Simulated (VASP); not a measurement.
# Rh (Fm-3m) in VASP: a series of runs

The runs below take Rh through single point, relaxation of cell and atoms, with PBE+D3(BJ).

Program: VASP 6.6.1. These are calculated values, not measurements. Logs are shortened: lines on timing, memory, paths and dates and some standing lists are left out, and cuts for length are marked.

### Step 1. The cell of the first run

Symmetry: Fm-3m, No. 225, cubic system. Conventional cell: a = 3.794 Å, b = 3.794 Å, c = 3.794 Å, α = 90.00°, β = 90.00°, γ = 90.00°. Rh (site symmetry m-3m) has 12 Rh at 2.68 Å within 3.5 Å.

### Step 2. Single point, PBE+D3(BJ)

Input file INCAR:

```
SYSTEM = Rh
PREC = Accurate
ENCUT = 520
EDIFF = 1E-7
ISMEAR = 0
SIGMA = 0.1
LREAL = .False.
LASPH = .True.
NELM = 60
ALGO = Fast
ISIF = 2
LWAVE = .False.
LCHARG = .True.
GGA = PE
IVDW = 12
LELF = .True.
LVHAR = .True.
NBANDS = 14
```

Input file KPOINTS:

```
Automatic mesh
0
Gamma
  18 18 18
  0 0 0
```

Input file POSCAR:

```
Rh
1.0
    0.0000000000      1.8968196137      1.8968196137
    1.8968196137      0.0000000000      1.8968196137
    1.8968196137      1.8968196137      0.0000000000
Rh
1
Direct
    0.0000000000      0.0000000000      0.0000000000
```

Potentials or basis: VASP PAW PBE potentials, release 64 (Rh_pv).

Command:

```sh
cat potpaw_PBE.64/Rh_pv/POTCAR > POTCAR
mpirun -np 1 vasp_std > vasp.out
```

OUTCAR:

```text
SYSTEM = Rh
   PREC = Accurate
   ENCUT = 520
   EDIFF = 1E-7
   ISMEAR = 0
   LREAL = .False.
   LASPH = .True.
   NELM = 60
   ISIF = 2
   GGA = PE
   IVDW = 12
 IVDW          = 12

 ion  position               nearest neighbor table
   1  0.000  0.000  0.000-

  LATTYP: Found a face centered cubic cell.
 ALAT       =     3.7936392274

  Lattice vectors:

 A1 = (   0.0000000000,   1.8968196137,   1.8968196137)
 A2 = (   1.8968196137,   0.0000000000,   1.8968196137)
 A3 = (   1.8968196137,   1.8968196137,   0.0000000000)

Analysis of symmetry for initial positions (statically):
=====================================================================
 Subroutine PRICEL returns:
 Original cell was already a primitive cell.

 Routine SETGRP: Setting up the symmetry group for a
 face centered cubic supercell.

 Subroutine GETGRP returns: Found 48 space group operations
[... 9 lines left out ...]

 Routine SETGRP: Setting up the symmetry group for a
 face centered cubic supercell.

 Subroutine GETGRP returns: Found 48 space group operations
[... 11 lines left out ...]
                                     Primitive cell

  volume of cell :      13.6492

  direct lattice vectors                    reciprocal lattice vectors
     0.000000000  1.896819614  1.896819614    -0.263599130  0.263599130  0.263599130
     1.896819614  0.000000000  1.896819614     0.263599130 -0.263599130  0.263599130
     1.896819614  1.896819614  0.000000000     0.263599130  0.263599130 -0.263599130

  length of vectors
     2.682508023  2.682508023  2.682508023     0.456567086  0.456567086  0.456567086

  position of ions in fractional coordinates (direct lattice)
     0.000000000  0.000000000  0.000000000

  ion indices of the primitive-cell ions
   primitive index   ion index
                 1           1

----------------------------------------------------------------------------------------

 KPOINTS: Automatic mesh

Automatic generation of k-mesh.
 Grid dimensions read from file:
 generate k-points for:   18   18   18

 Generating k-lattice:

  Cartesian coordinates                     Fractional coordinates (reciprocal lattice)
    -0.014644396  0.014644396  0.014644396     0.055555556  0.000000000  0.000000000
     0.014644396 -0.014644396  0.014644396     0.000000000  0.055555556  0.000000000
     0.014644396  0.014644396 -0.014644396     0.000000000  0.000000000  0.055555556

  Length of vectors
     0.025364838  0.025364838  0.025364838

  Shift w.r.t. Gamma in fractional coordinates (k-lattice)
     0.000000000  0.000000000  0.000000000

 Subroutine IBZKPT returns following result:
 ===========================================

 Found    195 irreducible k-points:

 Following reciprocal coordinates:
            Coordinates               Weight
  0.000000  0.000000  0.000000      1.000000
  0.055556  0.000000  0.000000      8.000000
  0.111111  0.000000  0.000000      8.000000
  0.166667  0.000000  0.000000      8.000000
  0.222222  0.000000  0.000000      8.000000
  0.277778  0.000000  0.000000      8.000000
[... 16 lines left out ...]
 -0.277778  0.055556  0.000000     24.000000
 -0.222222  0.055556  0.000000     24.000000
 [... further k-points ...]
   k-points           NKPTS =    195   k-points in BZ     NKDIM =    195   number of bands    NBANDS=     14
   number of dos      NEDOS =    301   number of ions     NIONS =      1
   total plane-waves  NPLWV =   8000
   dimension x,y,z NGX =    20 NGY =   20 NGZ =   20
   dimension x,y,z NGXF=    40 NGYF=   40 NGZF=   40
   ions per type =               1
   NGX,Y,Z   is equivalent  to a cutoff of  12.39, 12.39, 12.39 a.u.
   NGXF,Y,Z  is equivalent  to a cutoff of  24.79, 24.79, 24.79 a.u.
 SYSTEM =  Rh
   PREC   = accura    normal or accurate (medium, high low for compatibility)
   ISTART =      0    job   : 0-new  1-cont  2-samecut
   ICHARG =      2    charge: 1-file 2-atom 10-const
   ISPIN  =      1    spin polarized calculation?
   LNONCOLLINEAR =      F non collinear calculations
   LSORBIT =      F    spin-orbit coupling
   LASPH  =      T    aspherical Exc in radial PAW
   ENCUT  =  520.0 eV  38.22 Ry    6.18 a.u.   4.99  4.99  4.99*2*pi/ulx,y,z
   NELM   =     60;   NELMIN=  2; NELMDL= -5     # of ELM steps
   EDIFF  = 0.1E-06   stopping-criterion for ELM
   LREAL  =      F    real-space projection
   EDIFFG = 0.1E-05   stopping-criterion for IOM
   NSW    =      0    number of steps for IOM
   IBRION =     -1    ionic relax: 0-MD 1-quasi-New 2-CG
   NFREE  =      0    steps in history (QN), initial steepest desc. (CG)
   ISIF   =      2    stress and relaxation
   ISYM   =      2    0-nonsym 1-usesym 2-fastsym
   POTIM  = 0.5000    time-step for ionic-motion
   TEBEG  =    0.0;   TEEND  =   0.0 temperature during run
   PSTRESS=    0.0 pullay stress
   NELECT =      15.0000    total number of electrons
   NUPDOWN=      -1.0000    fix difference up-down
   EMIN   =  10.00;   EMAX   =-10.00  energy-range for DOS
   EFERMI =   0.00;   METHOD = LEGACY
   ISMEAR =     0;   SIGMA  =   0.10  broadening in eV -4-tet -1-fermi 0-gaus
   EFERMI_NEDOS =   21; number of points for ismear=-14 and -15
   IALGO  =     68    algorithm
   IMIX   =      4    mixing-type and parameters
     AMIX     =   0.40;   BMIX     =  1.00
     AMIX_MAG =   1.60;   BMIX_MAG =  1.00
  volume/ion in A,a.u.               =      13.65        92.11
  Fermi-wavevector in a.u.,A,eV,Ry     =   1.689413  3.192528 38.832619  2.854117
  Thomas-Fermi vector in A             =   2.771544
   LORBIT       =      0    0 simple, 1 ext, 2 COOP (PROOUT), +10 PAW based schemes
   GGA     = PE    functional components
   LHFCALC =     F    Hartree Fock is set to
   AEXX    =    0.0000 exact exchange contribution
   IVDW    =    12    specifies the selected vdW correction
   LEPSILON=     F    determine dielectric tensor
   LRPA    =     F    only Hartree local field effects (RPA)
 non-spin polarized calculation
 RMM-DIIS sequential band-by-band and
 Gauss-broadening in eV      SIGMA  =   0.10
  energy-cutoff  :      520.00
  volume of cell :       13.65
 maximum number of plane-waves:       380
   NGX =  9   NGY =  9   NGZ =  9

 number of electron      15.0000007 magnetization

 Free energy of the ion-electron system (eV)
  ---------------------------------------------------
  ext. energy  EPLUGINS =         0.00000000
  ---------------------------------------------------
  free energy    TOTEN  =        -7.25185324 eV

  energy without entropy =       -7.24504519  energy(sigma->0) =       -7.24844922

 E-fermi :  12.0412     XC(G=0): -14.0795

 val. band max:       12.0403712436   @ k =   0.5000   0.3889   0.0556
 cond. band min:      12.0490893370   @ k =  -0.4444   0.3333   0.1667
 fundamental gap:      0.0087180933
 Fermi energy:        12.0412071110

 k-point     1 :       0.0000    0.0000    0.0000
  band No.  band energies     occupation
      1     -34.3605      2.00000
      2     -34.3605      2.00000
      3     -34.3605      2.00000
      4       4.0251      2.00000
      5       8.9220      2.00000
      6       8.9220      2.00000
      7       8.9220      2.00000
      8      11.0310      2.00000
      9      11.0310      2.00000
     10      28.0291      0.00000
     11      32.5354      0.00000
     12      33.5310      0.00000
     13      33.5310      0.00000
     14      33.5310      0.00000

 k-point     2 :       0.0556    0.0000    0.0000
  band No.  band energies     occupation
      1     -34.3839      2.00000
      2     -34.3636      2.00000
      3     -34.3636      2.00000
      4       4.1507      2.00000
      5       8.8657      2.00000
      6       8.9714      2.00000
      7       8.9714      2.00000
      8      11.0030      2.00000
      9      11.0030      2.00000
     10      28.2129      0.00000
     11      32.5332      0.00000
     12      32.8298      0.00000
     13      33.7154      0.00000
     14      33.7154      0.00000

 k-point     3 :       0.1111    0.0000    0.0000
  band No.  band energies     occupation
      1     -34.4511      2.00000
      2     -34.3727      2.00000
      3     -34.3727      2.00000
      4       4.5110      2.00000
      5       8.7252      2.00000
      6       9.1005      2.00000
      7       9.1005      2.00000
      8      10.9426      2.00000
      9      10.9426      2.00000
     10      28.7048      0.00000
     11      31.3677      0.00000
     12      32.5365      0.00000
     13      34.2505      0.00000
     14      34.2505      0.00000

 k-point     4 :       0.1667    0.0000    0.0000
  band No.  band energies     occupation
      1     -34.5532      2.00000
      2     -34.3866      2.00000
      3     -34.3866      2.00000
      4       5.0443      2.00000
      5       8.5896      2.00000
      6       9.2449      2.00000
      7       9.2449      2.00000
      8      10.9247      2.00000
      9      10.9247      2.00000
     10      29.2660      0.00000
     11      29.7863      0.00000
     12      32.5357      0.00000
     13      35.0809      0.00000
     14      35.0809      0.00000

 k-point     5 :       0.2222    0.0000    0.0000
  band No.  band energies     occupation
      1     -34.6771      2.00000
      2     -34.4036      2.00000
      3     -34.4036      2.00000
      4       5.6042      2.00000
      5       8.6327      2.00000
      6       9.3051      2.00000
      7       9.3051      2.00000
      8      11.0563      2.00000
      9      11.0563      2.00000
     10      28.0430      0.00000
     11      29.6909      0.00000
     12      32.5356      0.00000
     13      36.0892      0.00000
     14      36.0892      0.00000

 k-point     6 :       0.2778    0.0000    0.0000
  band No.  band energies     occupation
      1     -34.8073      2.00000
      2     -34.4216      2.00000
      3     -34.4216      2.00000
      4       5.9576      2.00000
      5       9.0978      2.00000
      6       9.2397      2.00000
      7       9.2397      2.00000
      8      11.3736      2.00000
      9      11.3737      2.00000
     10      26.3281      0.00000
     11      29.4260      0.00000
     12      32.5357      0.00000
     13      36.7353      0.00000
     14      36.7353      0.00000

 k-point     7 :       0.3333    0.0000    0.0000
  band No.  band energies     occupation
      1     -34.9282      2.00000
      2     -34.4384      2.00000
      3     -34.4384      2.00000
      4       6.0282      2.00000
      5       9.1055      2.00000
      6       9.1055      2.00000
      7      10.0380      2.00000
      8      11.7947      1.99951
      9      11.7947      1.99951
     10      24.5333      0.00000
     11      28.7588      0.00000
     12      32.5360      0.00000
     13      35.7102      0.00000
     14      35.7102      0.00000
[... 205 lines left out ...]
 k-point    20 :      -0.4444    0.0556    0.0000
  band No.  band energies     occupation
      1     -35.0937      2.00000
      2     -34.4815      2.00000
      3     -34.4643      2.00000
      4       5.9636      2.00000
      5       8.7815      2.00000
      6       8.9298      2.00000
      7      11.5703      2.00000
      8      12.4726      0.00000
      9      13.6950      0.00000
     10      21.0108      0.00000
     11      27.7563      0.00000
     12      32.5345      0.00000
     13      32.9281      0.00000
     14      33.6020      0.00000

 k-point    21 :      -0.3889    0.0556    0.0000
  band No.  band energies     occupation
      1     -35.0449      2.00000
      2     -34.4779      2.00000
      3     -34.4534      2.00000
      4       6.0301      2.00000
      5       8.8725      2.00000
      6       8.9954      2.00000
      7      11.0234      2.00000
      8      12.1379      0.17140
      9      13.1341      0.00000
     10      22.2563      0.00000
     11      28.0764      0.00000
     12      32.5351      0.00000
     13      33.2298      0.00000
     14      34.5302      0.00000

 k-point    22 :      -0.3333    0.0556    0.0000
  band No.  band energies     occupation
      1     -34.9599      2.00000
      2     -34.4680      2.00000
      3     -34.4381      2.00000
      4       6.1129      2.00000
      5       9.0095      2.00000
      6       9.1167      2.00000
      7      10.1033      2.00000
      8      11.6856      2.00000
      9      12.5290      0.00000
     10      23.9798      0.00000
     11      28.6405      0.00000
     12      32.5354      0.00000
     13      33.9302      0.00000
     14      35.9212      0.00000

 k-point    23 :      -0.2778    0.0556    0.0000
  band No.  band energies     occupation
      1     -34.8483      2.00000
      2     -34.4530      2.00000
      3     -34.4201      2.00000
      4       6.1126      2.00000
      5       9.0636      2.00000
      6       9.2634      2.00000
      7       9.2818      2.00000
      8      11.2123      2.00000
      9      11.9821      1.59644
     10      25.8069      0.00000
     11      29.3195      0.00000
     12      32.5354      0.00000
     13      34.7848      0.00000
     14      37.2195      0.00000

 k-point    24 :      -0.2222    0.0556    0.0000
  band No.  band energies     occupation
      1     -34.7230      2.00000
      2     -34.4344      2.00000
      3     -34.4018      2.00000
      4       5.8617      2.00000
      5       8.5809      2.00000
      6       9.3169      2.00000
      7       9.3695      2.00000
      8      10.8356      2.00000
      9      11.5258      2.00000
     10      27.5570      0.00000
     11      29.7682      0.00000
     12      32.5353      0.00000
     13      35.0352      0.00000
     14      36.8755      0.00000

 [... further k-points ...]

------------------------ aborting loop because EDIFF is reached ----------------------------------------

 Edisp (eV)   -0.65223

 E8    (eV) :    -0.2928

  FORCE on cell =-STRESS in cart. coord.  units (eV):
  Direction    XX          YY          ZZ          XY          YZ          ZX
  --------------------------------------------------------------------------------------
  -------------------------------------------------------------------------------------
  Total      -0.00346    -0.00346    -0.00346     0.00000    -0.00000    -0.00000
  in kB      -0.40671    -0.40671    -0.40671     0.00000    -0.00000    -0.00000
  external pressure =       -0.41 kB  Pullay stress =        0.00 kB

 VOLUME and BASIS-vectors are now :
 -----------------------------------------------------------------------------
  energy-cutoff  :      520.00
  volume of cell :       13.65
      direct lattice vectors                 reciprocal lattice vectors
     0.000000000  1.896819614  1.896819614    -0.263599130  0.263599130  0.263599130
     1.896819614  0.000000000  1.896819614     0.263599130 -0.263599130  0.263599130
     1.896819614  1.896819614  0.000000000     0.263599130  0.263599130 -0.263599130

 POSITION                                       TOTAL-FORCE (eV/Angst)
 -----------------------------------------------------------------------------------
      0.00000      0.00000      0.00000         0.000000      0.000000      0.000000
 -----------------------------------------------------------------------------------
    total drift:                                0.000000     -0.000000      0.000000

  FREE ENERGIE OF THE ION-ELECTRON SYSTEM (eV)
  ---------------------------------------------------
  free  energy   TOTEN  =        -7.9040849681 eV

  energy  without entropy=       -7.8972769129  energy(sigma->0) =       -7.90068094
```

It took 28 s on 1 thread of Intel Xeon Platinum 8259CL at 2.50GHz (Skylake/Cascade Lake), shared host; peak memory 0.16 GiB.

What came out:

```yaml
Free_energy: -7.9041 eV
Pressure: 0.0 GPa
Dispersion_energy_per_atom: -0.652 eV
```

Caveat: pairwise dispersion overbinds metals, which lowers pressure and volume.

### Step 3. Relaxation of cell and atoms, PBE+D3(BJ)

This run uses another cell than the first one, of 13.75 Å³/atom, 1.008 times its volume.

Input file INCAR:

```
SYSTEM = Rh
  PREC = Accurate
  ENCUT = 600
  EDIFF = 1E-6
  ISMEAR = 0
  SIGMA = 0.1
  LREAL = .FALSE.
  LASPH = .TRUE.
  NELM = 100
  ALGO = Normal
  ISIF = 3
  LWAVE = .FALSE.
  LCHARG = .FALSE.
  GGA = PE
  IVDW = 12
  IBRION = 2
  NSW = 100
  EDIFFG = -0.005
```

Input file KPOINTS:

```
regular mesh
0
G
  18 18 18
  0 0 0
```

Input file POSCAR:

```
Rh
1.0
    0.0000000000      1.9015500000      1.9015500000
    1.9015500000      0.0000000000      1.9015500000
    1.9015500000      1.9015500000      0.0000000000
Rh
1
Direct
    0.0000000000      0.0000000000      0.0000000000
```

Potentials or basis: VASP PAW PBE potentials, release 64 (Rh_pv).

Command:

```sh
cat potpaw_PBE.64/Rh_pv/POTCAR > POTCAR
mpirun -np 1 vasp_std > vasp.out
```

Run time: 40 s. Hardware: 1 thread of Intel Xeon Platinum 8259CL at 2.50GHz (Skylake/Cascade Lake), shared host; peak memory 0.18 GiB.

The run converged. Its results:

```
Free energy                            : -7.9044 eV
Relaxed volume                         : 13.64 Å³/atom
Relaxed cell                           : a = 2.682 Å, b = 2.682 Å, c = 2.682 Å, α = 60.00°, β = 60.00°, γ = 60.00°
Space group after relaxing (to 0.05 Å) : Fm-3m (No. 225)
Energy gained by relaxing              : 0.8 meV/atom
Ionic steps                            : 3
Pressure after relaxing                : 0.0 GPa
Dispersion energy per atom             : -0.653 eV
```

The path:
```csv
step,energy change (eV),largest force (eV/Å),pressure (GPa),volume (Å³)
1,0.0000,0.0000,-2.22,13.75
2,0.0040,0.0000,5.88,13.38
3,-0.0008,0.0000,-0.01,13.64
```

Final structure:
```
CELL_PARAMETERS angstrom
0.00000 1.89648 1.89648
1.89648 0.00000 1.89648
1.89648 1.89648 0.00000
ATOMIC_POSITIONS crystal
Rh 0.00000 0.00000 0.00000
```

Levels at points of the mesh, in eV from the Fermi level:
| k point | band 5 | band 6 | band 7 | band 8 | band 9 | band 10 |
| --- | --- | --- | --- | --- | --- | --- |
| (0.00, 0.00, 0.00) | -3.12 | -3.12 | -3.12 | -1.01 | -1.01 | 15.99 |
| (0.50, 0.00, 0.00) | -3.20 | -3.20 | 0.57 | 0.57 | 0.72 | 8.72 |
| (0.50, 0.50, 0.00) | -6.02 | 0.54 | 0.99 | 0.99 | 3.27 | 12.37 |

Caveat: pairwise dispersion overbinds metals, which lowers pressure and volume.

### Step 4. Single point, PBE+D3(BJ)

This run uses another cell than the first one, of 13.75 Å³/atom, 1.008 times its volume.

Input file INCAR:

```
PREC = Accurate ; ENCUT = 500
EDIFF = 1E-6 ; ISMEAR = 0
SIGMA = 0.1 ; LREAL = False
LASPH = True ; NELM = 120
ALGO = Normal ; ISIF = 2
LWAVE = False ; LCHARG = True
GGA = PE ; IVDW = 12
LELF = True ; LVHAR = True
NBANDS = 14 ; GGA_COMPAT = False
```

Input file KPOINTS:

```
regular mesh
0
Gamma
  8 8 8
```

POSCAR is that of step 3.

Command:

```sh
cat potpaw_PBE.64/Rh_pv/POTCAR > POTCAR
mpirun -np 1 vasp_std > vasp.out
```

Run time: 15 s. Hardware: 1 thread of AMD EPYC 7R13, shared host; peak memory 0.1 GiB.

The run converged. Its results:

```yaml
Free_energy: -7.8725 eV
Pressure: -1.2 GPa
Dispersion_energy_per_atom: -0.647 eV
```

Levels at points of the mesh, in eV from the Fermi level:
```
           k point  band 5  band 6  band 7  band 8  band 9  band 10
(0.00, 0.00, 0.00)   -3.09   -3.09   -3.09   -1.00   -1.00    15.95
(0.50, 0.00, 0.00)   -3.17   -3.17    0.56    0.56    0.70     8.62
(0.50, 0.50, 0.00)   -5.97    0.54    0.98    0.98    3.23    12.26
```

Caveat: pairwise dispersion overbinds metals, which lowers pressure and volume.

### Step 5. Summary

```tsv
task	cell	k mesh	cutoff (eV)	gap on the mesh (eV)	pressure (GPa)
single point	a = 2.683 Å, angles 60.0°, 1 atom	18 × 18 × 18	520	none	0.0
relaxation of cell and atoms	relaxed from a = 2.689 Å, angles 60.0°, 1 atom	18 × 18 × 18	600	none	0.0
single point	a = 2.689 Å, angles 60.0°, 1 atom	8 × 8 × 8	500	none	-1.2
```

Alike in all rows: level PBE+D3(BJ); potentials or basis VASP PAW PBE potentials, release 64 (Rh_pv); no spin polarisation; smearing gaussian 0.1 eV.

Caveats: pairwise dispersion overbinds metals, which lowers pressure and volume.

Total energies depend on the potentials used, so only differences within one code and one set of settings carry meaning.
